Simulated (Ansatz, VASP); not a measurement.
# Sn: VASP beside Ansatz

File INCAR:

```
SYSTEM = Sn
ALGO = Fast ; EDIFF = 1E-6
ENCUT = 520 ; GGA = PE
ISIF = 2 ; ISMEAR = 0
IVDW = 12 ; LASPH = .True.
LCHARG = .True. ; LELF = .True.
LREAL = .False. ; LVHAR = .True.
LWAVE = .False. ; NBANDS = 21
NELM = 80 ; PREC = Accurate
SIGMA = 0.15
```

Contents of KPOINTS:

```
k-points
0
Gamma
  18 18 12
  0 0 0
```

Contents of POSCAR:

```
Sn
1.0
   -1.7544065422      1.7546136957     -2.1674907473
   -1.7544065422      1.7546136957      2.1674907473
    3.5088130844      3.5092273914      0.0000000000
Sn
2
Direct
   -0.0403022346     -0.0403022346      0.0000047346
    0.5403022346      0.5403022346      0.4999952654
```

Input for Ansatz:

```yaml
crystal:
  lattice:
    - [-1.7544065422, 1.7546136957, -2.1674907473]
    - [-1.7544065422, 1.7546136957, 2.1674907473]
    - [3.5088130844, 3.5092273914, 0.0]
  atoms:
    - { symbol: Sn, position: [-0.0403022346, -0.0403022346, 4.7346e-06] }
    - { symbol: Sn, position: [0.5403022346, 0.5403022346, 0.4999952654] }
basis:
  ecutwfc: 420
kpoints:
  mp_grid: { grid: [18, 18, 12] }
hamiltonian:
  xc: pbe
  dispersion: d3bj
scf:
  occupations: { method: gaussian, width: 0.15 }
output:
  forces: true
  stress: true
  eigenvalues: true
```

Change from the starting cell: mode 1 (-6.9 1/cm) frozen in, largest displacement -0.200 Å.

Alike in both runs: task single point; functional PBE; dispersion D3(BJ); k mesh 18 × 18 × 12; occupations gaussian, width 0.15 eV; no spin polarisation.

|  | VASP | Ansatz |
| --- | --- | --- |
| version | VASP 6.6.1 | Ansatz 0.2.0 |
| potentials or method | VASP PAW PBE potentials, release 64 (Sn_d), cutoff 520 eV | scalar-relativistic, plane waves, PAW |
| valence electrons in the cell | 28 | 28 |

|  | VASP | Ansatz | Ansatz less VASP |
| --- | --- | --- | --- |
| gap on the k mesh at the Fermi level (eV) | none | none | - |
| pressure (GPa) | 0.5 | 0.4 | -0.03 |
| traceless stress, the component that is largest in VASP (GPa) | 0.25 | 0.24 | -0.001 |
| rms of the force components (eV/Å) | 0.030 | 0.030 | +0.0001 |

Atom by atom the forces differ by 0.000 eV/Å (rms over components). A gap of «none» marks a metal or a gap that the smearing closes.
